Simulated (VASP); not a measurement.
**Hf2Si: single point with PBEsol**

Hf2Si:

```
Hf Si
1.0
    -3.41809    3.41809    2.44303
     3.41809   -3.41809    2.44303
     3.41809    3.41809   -2.44303
Hf Si
4 2
Direct
  0.84325 0.65675 0.50000
  0.34325 0.84325 0.18651
  0.15675 0.34325 0.50000
  0.65675 0.15675 0.81349
  0.75000 0.75000 0.00000
  0.25000 0.25000 0.00000
```

This cell differs from its parent crystal: strain +0.050 along x and y, -0.050 along z.

```
Program             : VASP 6.6.1
Task                : single point
Functional          : PBEsol
Potentials or basis : VASP PAW PBE potentials, release 64 (Hf_pv, Si)
Cutoff              : 520 eV
k mesh              : 12 × 12 × 12
Occupations         : gaussian, width 0.15 eV
Spin                : no spin polarisation
```

The pressure is -5.6 GPa, the largest force is 0.218 eV/Å and the band gap on the k mesh is zero (bands 24 and 25 overlap by 0.62 eV).

Forces in eV/Å, atoms in the order of the input:
```
Hf  -0.154  0.154  0.000
Hf   0.154  0.154  0.000
Hf   0.154 -0.154  0.000
Hf  -0.154 -0.154  0.000
Si   0.000  0.000  0.000
Si   0.000  0.000  0.000
```

Stress tensor (GPa, compression positive):
```
-12.01   0.00   0.00
  0.00 -12.01   0.00
  0.00   0.00   7.25
```

Levels at points of the mesh, in eV from the Fermi level:
```
           k point  band 21  band 22  band 23  band 24  band 25  band 26  band 27  band 28
(0.00, 0.00, 0.00)    -1.24    -0.98    -0.98    -0.67     1.74     1.84     1.84     1.92
(0.50, 0.00, 0.00)    -0.64    -0.64    -0.39    -0.39     0.19     0.19     1.94     1.94
(0.50, 0.50, 0.00)    -1.71    -1.12    -0.95    -0.18     0.79     1.42     1.73     1.93
(0.50, 0.50, 0.50)    -1.09    -0.73    -0.35    -0.14    -0.14     0.47     0.90     1.09
```

Run time: 19 min on 1 thread of Oxide Virtual Turin-like Processor, on a shared host, peak memory 0.55 GiB.

Caveat: the cell differs from its parent crystal (strain +0.050 along x and y, -0.050 along z); the stress differs along the axes, from -12 to 7 GPa; the PAW data sets were made with another functional, which shifts forces and pressure a little; spin-orbit coupling is left out, which moves the levels of the heavy elements.
